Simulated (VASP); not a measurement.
Here is a VASP 6.6.1 calculation.

File INCAR:

```
SYSTEM = Sn
PREC = Accurate
ENCUT = 520
EDIFF = 1E-6
ISMEAR = 0
SIGMA = 0.1
LREAL = .False.
LASPH = .True.
NELM = 60
ALGO = Normal
ISIF = 2
LWAVE = .False.
LCHARG = .False.
GGA = PE
NBANDS = 13
```

KPOINTS

```
regular mesh
0
Gamma
  8 8 8
  0 0 0
```

File POSCAR:

```
Sn
1.0
    0.0000000000      2.1872331082      2.1872331082
    2.1872331082      0.0000000000      2.1872331082
    2.1872331082      2.1872331082      0.0000000000
Sn
1
Direct
    0.0000000000      0.0000000000      0.0000000000
```

Potentials or basis: VASP PAW PBE potentials, release 64 (Sn_d).

The run is started by

```console
$ cat potpaw_PBE.64/Sn_d/POTCAR > POTCAR
$ mpirun -np 1 vasp_std > vasp.out
```

Problem. What does it give for the pressure?

Solution. 28.5 GPa.

Problem. What does it give for the band gap on the k mesh?

Solution. Zero (band 7 reaches 21.77 eV, above the bottom of band 8 at 9.28 eV).

Caveat: the cell differs from its parent crystal (Si replaced by Sn, lengths x 1.151, strained); spin-orbit coupling is left out, which moves the levels of the heavy elements.
